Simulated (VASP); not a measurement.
Wanted: the native input for a VASP 6.6.1 run.

```
Task                   : relaxation of cell and atoms
Functional             : PBE
Potentials or basis    : VASP PAW PBE potentials, release 64 (As, O)
Cutoff                 : 600 eV
k mesh                 : 12 × 12 × 12
Occupations            : gaussian, width 0.1 eV
Spin                   : no spin polarisation
Dipole correction      : no
Further INCAR settings : ALGO = Normal; EDIFF = 1e-07; IBRION = 2; EDIFFG = -0.01; NSW = 100; ISIF = 3
```

The structure of As3O2 lies in POSCAR:

```
As3O2
1.0
    2.8754359886      1.6601337421      2.7163980758
   -2.8754359886      1.6601337421      2.7163980758
    0.0000000000     -3.3202674841      2.7163980758
As O
3 2
Direct
    0.2932474434      0.7067525566      0.0000000000
    0.0000000000      0.2932474434      0.7067525566
    0.7067525566      0.0000000000      0.2932474434
    0.3325559161      0.3325559161      0.3325559161
    0.6674440839      0.6674440839      0.6674440839
```

One way to write it, as run:

INCAR

```
PREC = Accurate
ENCUT = 600
EDIFF = 1E-7
ISMEAR = 0
SIGMA = 0.1
LREAL = False
LASPH = True
NELM = 80
ALGO = Normal
ISIF = 3
LWAVE = False
LCHARG = False
GGA = PE
IBRION = 2
NSW = 100
EDIFFG = -0.01
```

KPOINTS

```
Automatic mesh
0
Gamma
  12 12 12
```

Potentials or basis: VASP PAW PBE potentials, release 64 (As, O).

The run is started by

```bash
$ cat potpaw_PBE.64/As/POTCAR potpaw_PBE.64/O/POTCAR > POTCAR
$ mpirun -np 1 vasp_std > vasp.out
```

Results of the run:

- Relaxed volume: 15.58 Å³/atom
- Relaxed cell: a = 4.292 Å, b = 4.292 Å, c = 4.292 Å, α = 84.18°, β = 84.18°, γ = 84.18°
- Space group after relaxing (to 0.05 Å): R32 (No. 155)
- Energy gained by relaxing: 0.0 meV/atom
- Ionic steps: 3
- Pressure after relaxing: 0.0 GPa
- Largest force after relaxing: 0.009 eV/Å

Caveat: an odd number of electrons without spin polarisation forces a metal; a magnetic or distorted state may lie lower.

It took 7.1 min on 1 thread of AMD EPYC 9R45 (Zen 5), on a shared host, peak memory 0.38 GiB.
